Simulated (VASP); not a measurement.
# PbS (zincblende type) (F-43m) in VASP: further runs

Runs on PbS (zincblende type). Level: PBEsol. Tasks: single point, relaxation of cell and atoms.

Program: VASP 6.6.1. These are calculated values, not measurements. Logs are shortened: lines on timing, memory, paths and dates and some standing lists are left out, and cuts for length are marked.

### Step 1. The cell of the first run

It takes space group F-43m (No. 216, cubic). Conventional cell: a = 5.864 Å, b = 5.864 Å, c = 5.864 Å, α = 90.00°, β = 90.00°, γ = 90.00°. Pb (site symmetry -43m) has 4 S at 2.54 Å within 3.4 Å. S (site symmetry -43m) has 4 Pb at 2.54 Å within 3.4 Å.

### Step 2. Single point, PBEsol (25.21 Å³/atom)

INCAR

```
PREC = Accurate
ENCUT = 520
EDIFF = 1E-6
ISMEAR = -1
SIGMA = 0.05
LREAL = False
LASPH = True
NELM = 100
ALGO = Normal
ISIF = 2
LWAVE = False
LCHARG = False
GGA = PS
NBANDS = 17
```

KPOINTS

```
Automatic mesh
0
Gamma
  12 12 12
```

POSCAR

```
PbS
1.0
    0.0000000000      2.9321558810      2.9321558810
    2.9321558810      0.0000000000      2.9321558810
    2.9321558810      2.9321558810      0.0000000000
Pb S
1 1
Direct
    0.0000000000      0.0000000000      0.0000000000
    0.2500000000      0.2500000000      0.2500000000
```

Potentials or basis: VASP PAW PBE potentials, release 64 (Pb_d, S).

The run is started by

```sh
> cat potpaw_PBE.64/Pb_d/POTCAR potpaw_PBE.64/S/POTCAR > POTCAR
> mpirun -np 1 vasp_std > vasp.out
```

OUTCAR:

```text
PREC = Accurate
   ENCUT = 520
   EDIFF = 1E-6
   ISMEAR = -1
   LREAL = False
   LASPH = True
   NELM = 100
   ISIF = 2
   GGA = PS

 ion  position               nearest neighbor table
   1  0.000  0.000  0.000-   2 2.54   2 2.54   2 2.54   2 2.54
   2  0.250  0.250  0.250-   1 2.54   1 2.54   1 2.54   1 2.54

  LATTYP: Found a face centered cubic cell.
 ALAT       =     5.8643117620

  Lattice vectors:

 A1 = (   0.0000000000,   2.9321558810,   2.9321558810)
 A2 = (   2.9321558810,   0.0000000000,   2.9321558810)
 A3 = (   2.9321558810,   2.9321558810,   0.0000000000)

Analysis of symmetry for initial positions (statically):
=====================================================================
 Subroutine PRICEL returns:
 Original cell was already a primitive cell.

 Routine SETGRP: Setting up the symmetry group for a
 face centered cubic supercell.

 Subroutine GETGRP returns: Found 24 space group operations
 (whereof 24 operations were pure point group operations)
 out of a pool of 48 trial point group operations.

The static configuration has the point symmetry T_d .

Analysis of symmetry for dynamics (positions and initial velocities):
=====================================================================
 Subroutine PRICEL returns:
 Original cell was already a primitive cell.

 Routine SETGRP: Setting up the symmetry group for a
 face centered cubic supercell.

 Subroutine GETGRP returns: Found 24 space group operations
 (whereof 24 operations were pure point group operations)
 out of a pool of 48 trial point group operations.

The dynamic configuration has the point symmetry T_d .

 Subroutine INISYM returns: Found 24 space group operations
 (whereof 24 operations are pure point group operations),
 and found     1 'primitive' translations

----------------------------------------------------------------------------------------

                                     Primitive cell

  volume of cell :      50.4186

  direct lattice vectors                    reciprocal lattice vectors
     0.000000000  2.932155881  2.932155881    -0.170522994  0.170522994  0.170522994
     2.932155881  0.000000000  2.932155881     0.170522994 -0.170522994  0.170522994
     2.932155881  2.932155881  0.000000000     0.170522994  0.170522994 -0.170522994

  length of vectors
     4.146694614  4.146694614  4.146694614     0.295354490  0.295354490  0.295354490

  position of ions in fractional coordinates (direct lattice)
     0.000000000  0.000000000  0.000000000
     0.250000000  0.250000000  0.250000000

  ion indices of the primitive-cell ions
   primitive index   ion index
                 1           1
                 2           2

----------------------------------------------------------------------------------------

 KPOINTS: Automatic mesh

Automatic generation of k-mesh.
 Grid dimensions read from file:
 generate k-points for:   12   12   12

 Generating k-lattice:

  Cartesian coordinates                     Fractional coordinates (reciprocal lattice)
    -0.014210250  0.014210250  0.014210250     0.083333333  0.000000000  0.000000000
     0.014210250 -0.014210250  0.014210250     0.000000000  0.083333333  0.000000000
     0.014210250  0.014210250 -0.014210250     0.000000000  0.000000000  0.083333333

  Length of vectors
     0.024612874  0.024612874  0.024612874

  Shift w.r.t. Gamma in fractional coordinates (k-lattice)
     0.000000000  0.000000000  0.000000000

 Subroutine IBZKPT returns following result:
 ===========================================

 Found     72 irreducible k-points:

 Following reciprocal coordinates:
            Coordinates               Weight
  0.000000  0.000000  0.000000      1.000000
  0.083333  0.000000  0.000000      8.000000
  0.166667  0.000000  0.000000      8.000000
  0.250000  0.000000  0.000000      8.000000
  0.333333  0.000000  0.000000      8.000000
  0.416667  0.000000  0.000000      8.000000
[... 16 lines left out ...]
  0.500000  0.166667  0.000000     24.000000
 -0.416667  0.166667  0.000000     24.000000
 [... further k-points ...]
   k-points           NKPTS =     72   k-points in BZ     NKDIM =     72   number of bands    NBANDS=     17
   number of dos      NEDOS =    301   number of ions     NIONS =      2
   total plane-waves  NPLWV =  32768
   dimension x,y,z NGX =    32 NGY =   32 NGZ =   32
   dimension x,y,z NGXF=    64 NGYF=   64 NGZF=   64
   ions per type =               1   1
   NGX,Y,Z   is equivalent  to a cutoff of  12.83, 12.83, 12.83 a.u.
   NGXF,Y,Z  is equivalent  to a cutoff of  25.66, 25.66, 25.66 a.u.
 SYSTEM =  unknown system
   PREC   = accura    normal or accurate (medium, high low for compatibility)
   ISTART =      0    job   : 0-new  1-cont  2-samecut
   ICHARG =      2    charge: 1-file 2-atom 10-const
   ISPIN  =      1    spin polarized calculation?
   LNONCOLLINEAR =      F non collinear calculations
   LSORBIT =      F    spin-orbit coupling
   LASPH  =      T    aspherical Exc in radial PAW
   ENCUT  =  520.0 eV  38.22 Ry    6.18 a.u.   7.71  7.71  7.71*2*pi/ulx,y,z
   NELM   =    100;   NELMIN=  2; NELMDL= -5     # of ELM steps
   EDIFF  = 0.1E-05   stopping-criterion for ELM
   LREAL  =      F    real-space projection
   EDIFFG = 0.1E-04   stopping-criterion for IOM
   NSW    =      0    number of steps for IOM
   IBRION =     -1    ionic relax: 0-MD 1-quasi-New 2-CG
   NFREE  =      0    steps in history (QN), initial steepest desc. (CG)
   ISIF   =      2    stress and relaxation
   ISYM   =      2    0-nonsym 1-usesym 2-fastsym
   POTIM  = 0.5000    time-step for ionic-motion
   TEBEG  =    0.0;   TEEND  =   0.0 temperature during run
   PSTRESS=    0.0 pullay stress
   NELECT =      20.0000    total number of electrons
   NUPDOWN=      -1.0000    fix difference up-down
   EMIN   =  10.00;   EMAX   =-10.00  energy-range for DOS
   EFERMI =   0.00;   METHOD = LEGACY
   ISMEAR =    -1;   SIGMA  =   0.05  broadening in eV -4-tet -1-fermi 0-gaus
   EFERMI_NEDOS =   21; number of points for ismear=-14 and -15
   IALGO  =     38    algorithm
   IMIX   =      4    mixing-type and parameters
     AMIX     =   0.40;   BMIX     =  1.00
     AMIX_MAG =   1.60;   BMIX_MAG =  1.00
  volume/ion in A,a.u.               =      25.21       170.12
  Fermi-wavevector in a.u.,A,eV,Ry     =   1.202877  2.273107 19.686437  1.446912
  Thomas-Fermi vector in A             =   2.338646
   LORBIT       =      0    0 simple, 1 ext, 2 COOP (PROOUT), +10 PAW based schemes
   GGA     = PS    functional components
   LHFCALC =     F    Hartree Fock is set to
   AEXX    =    0.0000 exact exchange contribution
   IVDW    =     0    specifies the selected vdW correction
   LEPSILON=     F    determine dielectric tensor
   LRPA    =     F    only Hartree local field effects (RPA)
 non-spin polarized calculation
  energy-cutoff  :      520.00
  volume of cell :       50.42
 maximum number of plane-waves:      1380
   NGX = 15   NGY = 15   NGZ = 15

 number of electron      19.9999996 magnetization

 Free energy of the ion-electron system (eV)
  ---------------------------------------------------
  ext. energy  EPLUGINS =         0.00000000
  ---------------------------------------------------
  free energy    TOTEN  =        -7.79270260 eV

  energy without entropy =       -7.78645552  energy(sigma->0) =       -7.78957906

 E-fermi :   6.7073     XC(G=0):  -9.7877

 val. band max:        6.7051277795   @ k =  -0.2500   0.4167   0.1667
 cond. band min:       6.7129997918   @ k =  -0.4167   0.5000   0.0833
 fundamental gap:      0.0078720124
 Fermi energy:         6.7073334232

 k-point     1 :       0.0000    0.0000    0.0000
  band No.  band energies     occupation
      1     -10.5921      2.00000
      2     -10.5921      2.00000
      3     -10.5921      2.00000
      4     -10.4069      2.00000
      5     -10.4069      2.00000
      6      -8.8326      2.00000
[... 9 lines left out ...]
     16      15.1211      0.00000
     17      16.3156      0.00000

 k-point     2 :       0.0833    0.0000    0.0000
  band No.  band energies     occupation
      1     -10.6122      2.00000
      2     -10.5880      2.00000
      3     -10.5880      2.00000
      4     -10.4069      2.00000
      5     -10.4069      2.00000
      6      -8.7452      2.00000
[... 9 lines left out ...]
     16      14.6706      0.00000
     17      15.9258      0.00000

 k-point     3 :       0.1667    0.0000    0.0000
  band No.  band energies     occupation
      1     -10.6624      2.00000
      2     -10.5774      2.00000
      3     -10.5774      2.00000
      4     -10.4063      2.00000
      5     -10.4063      2.00000
      6      -8.4978      2.00000
[... 9 lines left out ...]
     16      14.1837      0.00000
     17      15.6946      0.00000

 k-point     4 :       0.2500    0.0000    0.0000
  band No.  band energies     occupation
      1     -10.7223      2.00000
      2     -10.5644      2.00000
      3     -10.5644      2.00000
      4     -10.4038      2.00000
      5     -10.4038      2.00000
      6      -8.1275      2.00000
[... 9 lines left out ...]
     16      14.0714      0.00000
     17      16.7384      0.00000

 k-point     5 :       0.3333    0.0000    0.0000
  band No.  band energies     occupation
      1     -10.7751      2.00000
      2     -10.5536      2.00000
      3     -10.5536      2.00000
      4     -10.3989      2.00000
      5     -10.3989      2.00000
      6      -7.6945      2.00000
[... 9 lines left out ...]
     16      14.4230      0.00000
     17      17.8429      0.00000

 k-point     6 :       0.4167    0.0000    0.0000
  band No.  band energies     occupation
      1     -10.8105      2.00000
      2     -10.5472      2.00000
      3     -10.5472      2.00000
      4     -10.3936      2.00000
      5     -10.3936      2.00000
      6      -7.3078      2.00000
[... 9 lines left out ...]
     16      15.1305      0.00000
     17      16.9995      0.00000

 k-point     7 :       0.5000    0.0000    0.0000
  band No.  band energies     occupation
      1     -10.8229      2.00000
      2     -10.5452      2.00000
      3     -10.5452      2.00000
      4     -10.3914      2.00000
      5     -10.3914      2.00000
      6      -7.1421      2.00000
[... 9 lines left out ...]
     16      15.6519      0.00000
     17      16.4096      0.00000

 k-point     8 :       0.0833    0.0833    0.0000
  band No.  band energies     occupation
      1     -10.6231      2.00000
      2     -10.5841      2.00000
      3     -10.5841      2.00000
      4     -10.4099      2.00000
      5     -10.4043      2.00000
      6      -8.7166      2.00000
[... 9 lines left out ...]
     16      15.1597      0.00000
     17      16.5579      0.00000
[... 203 lines left out ...]
      1     -10.6962      2.00000
      2     -10.5622      2.00000
      3     -10.5622      2.00000
      4     -10.4191      2.00000
      5     -10.3969      2.00000
      6      -8.3911      2.00000
[... 9 lines left out ...]
     16      15.2711      0.00000
     17      17.2730      0.00000

 k-point    20 :       0.2500    0.1667    0.0000
  band No.  band energies     occupation
      1     -10.7404      2.00000
      2     -10.5501      2.00000
      3     -10.5478      2.00000
      4     -10.4237      2.00000
      5     -10.3924      2.00000
      6      -8.1175      2.00000
[... 9 lines left out ...]
     16      15.2069      0.00000
     17      17.1557      0.00000

 k-point    21 :       0.3333    0.1667    0.0000
  band No.  band energies     occupation
      1     -10.7833      2.00000
      2     -10.5416      2.00000
      3     -10.5349      2.00000
      4     -10.4241      2.00000
      5     -10.3882      2.00000
      6      -7.7409      2.00000
[... 9 lines left out ...]
     16      15.3599      0.00000
     17      17.7265      0.00000

 k-point    22 :       0.4167    0.1667    0.0000
  band No.  band energies     occupation
      1     -10.8164      2.00000
      2     -10.5370      2.00000
      3     -10.5269      2.00000
      4     -10.4192      2.00000
      5     -10.3858      2.00000
      6      -7.3316      2.00000
[... 9 lines left out ...]
     16      15.7022      0.00000
     17      17.1431      0.00000

 k-point    23 :       0.5000    0.1667    0.0000
  band No.  band energies     occupation
      1     -10.8345      2.00000
      2     -10.5356      2.00000
      3     -10.5242      2.00000
      4     -10.4109      2.00000
      5     -10.3876      2.00000
      6      -7.0186      2.00000
[... 9 lines left out ...]
     16      15.7562      0.00000
     17      16.4094      0.00000

 k-point    24 :      -0.4167    0.1667    0.0000
  band No.  band energies     occupation
      1     -10.8346      2.00000
      2     -10.5364      2.00000
      3     -10.5264      2.00000
      4     -10.4030      2.00000
      5     -10.3942      2.00000
      6      -6.9690      2.00000
[... 9 lines left out ...]
     16      15.4186      0.00000
     17      16.7605      0.00000

 [... further k-points ...]

------------------------ aborting loop because EDIFF is reached ----------------------------------------

  FORCE on cell =-STRESS in cart. coord.  units (eV):
  Direction    XX          YY          ZZ          XY          YZ          ZX
  --------------------------------------------------------------------------------------
  -------------------------------------------------------------------------------------
  Total        7.4987412      7.4987412      7.4987412      0.0000000      0.0000000     -0.0000000
  in kB      238.2910821    238.2910821    238.2910821      0.0000000      0.0000000     -0.0000000
  external PRESSURE =     238.2910821 kB  Pullay stress =       0.0000000 kB

 VOLUME and BASIS-vectors are now :
 -----------------------------------------------------------------------------
  energy-cutoff  :      520.00
  volume of cell :       50.42
      direct lattice vectors                 reciprocal lattice vectors
     0.000000000  2.932155881  2.932155881    -0.170522994  0.170522994  0.170522994
     2.932155881  0.000000000  2.932155881     0.170522994 -0.170522994  0.170522994
     2.932155881  2.932155881  0.000000000     0.170522994  0.170522994 -0.170522994

 POSITION                                       TOTAL-FORCE (eV/Angst)
 -----------------------------------------------------------------------------------
      0.00000      0.00000      0.00000        -0.000000     -0.000000     -0.000000
      1.46608      1.46608      1.46608         0.000000      0.000000      0.000000
 -----------------------------------------------------------------------------------
    total drift:                                0.000000      0.000000      0.000000

  FREE ENERGIE OF THE ION-ELECTRON SYSTEM (eV)
  ---------------------------------------------------
  free  energy   TOTEN  =        -7.7927026047 eV

  energy  without entropy=       -7.7864555187  energy(sigma->0) =       -7.78957906
```

It took 71 s on 1 thread of Intel Xeon 8259CL, shared host; peak memory 0.21 GiB.

What came out:

```
Free energy            : -7.7927 eV
Pressure               : 23.8 GPa
Band gap on the k mesh : zero (bands 10 and 11 overlap by 0.61 eV)
```

Levels at points of the mesh, in eV from the Fermi level:
| k point | band 7 | band 8 | band 9 | band 10 | band 11 | band 12 | band 13 | band 14 |
| --- | --- | --- | --- | --- | --- | --- | --- | --- |
| (0.00, 0.00, 0.00) | -5.05 | -2.98 | -2.98 | -2.98 | 1.99 | 1.99 | 1.99 | 5.40 |
| (0.50, 0.00, 0.00) | -9.40 | -3.85 | -3.85 | -2.54 | 2.89 | 2.89 | 4.05 | 6.72 |
| (0.50, 0.50, 0.00) | -9.89 | -5.02 | -5.02 | -0.81 | -0.38 | 5.80 | 6.47 | 6.47 |

Caveat: the cell stands under pressure; semilocal functionals underestimate gaps, so a narrow gap can read as zero; the PAW data sets were made with another functional, which shifts forces and pressure a little; spin-orbit coupling is left out, which moves the levels of the heavy elements.

(Continued in part 2 of 3.)
